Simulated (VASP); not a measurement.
SrTe, 2 atoms in the cell. It takes space group Fm-3m (No. 225, cubic). The conventional cell has a = 6.706 Å, b = 6.706 Å, c = 6.706 Å, α = 90.00°, β = 90.00°, γ = 90.00°. Sr (site symmetry m-3m) has 6 Te at 3.35 Å within 4.4 Å. Within 4.4 Å of Te (site symmetry m-3m) lie 6 Sr at 3.35 Å. 

| Property | Result |
| --- | --- |
| Program | VASP 6.6.1 |
| Task | single point |
| Functional | PBE |
| Potentials or basis | VASP PAW PBE potentials, release 64 (Sr_sv, Te) |
| Cutoff | 500 eV |
| k mesh | 6 × 6 × 6 |
| Occupations | gaussian, width 0.01 eV |
| Spin | no spin polarisation |
| Dipole correction | no |
| Further INCAR settings | ALGO = Normal; EDIFF = 1e-06; NBANDS = 15 |

Potentials or basis: VASP PAW PBE potentials, release 64 (Sr_sv, Te).

Command:

```console
$ cat potpaw_PBE.64/Sr_sv/POTCAR potpaw_PBE.64/Te/POTCAR > POTCAR
$ mpirun -np 1 vasp_std > vasp.out
```

Hardware: 1 thread of AMD EPYC 9R45 96-Core Processor (Zen 5) (shared host).

**Question.** Estimate the wall time of this run.

**Answer.** Run time: 14 s on 1 thread of AMD EPYC 9R45 96-Core Processor (Zen 5) (shared host), peak memory 0.18 GiB. Counts: scf iterations 13, k points 16.
